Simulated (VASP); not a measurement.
Set up this calculation in VASP 6.6.1, as the native input.

| Quantity | Value |
| --- | --- |
| Task | single point |
| Functional | PBEsol |
| Potentials or basis | VASP PAW PBE potentials, release 64 (Al, Ni) |
| Cutoff | 520 eV |
| k mesh | 14 × 14 × 14 |
| Occupations | gaussian, width 0.15 eV |
| Spin | no spin polarisation |
| Dipole correction | no |
| Further INCAR settings | ALGO = Fast; EDIFF = 1e-07; NBANDS = 24 |

The structure of AlNi3 lies in POSCAR:

```
AlNi3
1.0
    0.0000000000      2.7984078593      2.7984078593
    2.7984078593      0.0000000000      2.7984078593
    2.7984078593      2.7984078593      0.0000000000
Al Ni
1 3
Direct
    0.5061022548      0.4938977452      0.4938977452
    0.2552976257      0.2447023743      0.2447023743
   -0.0134004769      0.0134004769      0.0134004769
    0.7552976257      0.7447023743      0.7447023743
```

This cell differs from its parent crystal: atoms displaced along a vibrational mode.

One way to write it, as run:

INCAR

```
SYSTEM = AlNi3
PREC     = Accurate       ! precision mode
ENCUT    = 520            ! plane-wave cutoff, eV
EDIFF    = 1E-7           ! SCF threshold, eV
ISMEAR   = 0              ! smearing method
SIGMA    = 0.15           ! smearing width, eV
LREAL    = .FALSE.        ! projectors in reciprocal space
LASPH    = .TRUE.         ! aspherical terms in the spheres
NELM     = 100            ! most SCF steps
ALGO     = Fast           ! electronic algorithm
ISIF     = 2              ! what is computed and relaxed
LWAVE    = .FALSE.        ! write WAVECAR
LCHARG   = .TRUE.         ! write CHGCAR
GGA      = PS             ! functional
LELF     = .TRUE.         ! ELF
LVHAR    = .TRUE.       
NBANDS   = 24             ! bands
```

KPOINTS

```
Automatic mesh
0
G
  14 14 14
  0 0 0
```

Potentials or basis: VASP PAW PBE potentials, release 64 (Al, Ni).

Launch:

```console
$ cat potpaw_PBE.64/Al/POTCAR potpaw_PBE.64/Ni/POTCAR > POTCAR
$ mpirun -np 1 vasp_std > vasp.out
```

Results of the run:

| Item | Value |
| --- | --- |
| Pressure | 0.8 GPa |
| Largest force | 0.969 eV/Å |
| Band gap on the k mesh | zero (an odd number of electrons rules out a gap without spin polarisation) |

Caveat: the cell differs from its parent crystal (atoms displaced along a vibrational mode); the PAW data sets were made with another functional, which shifts forces and pressure a little.

Run time: 3 min on 1 thread of AMD EPYC 9R45 96-Core Processor (Zen 5), with other jobs on the host, peak memory 0.31 GiB.
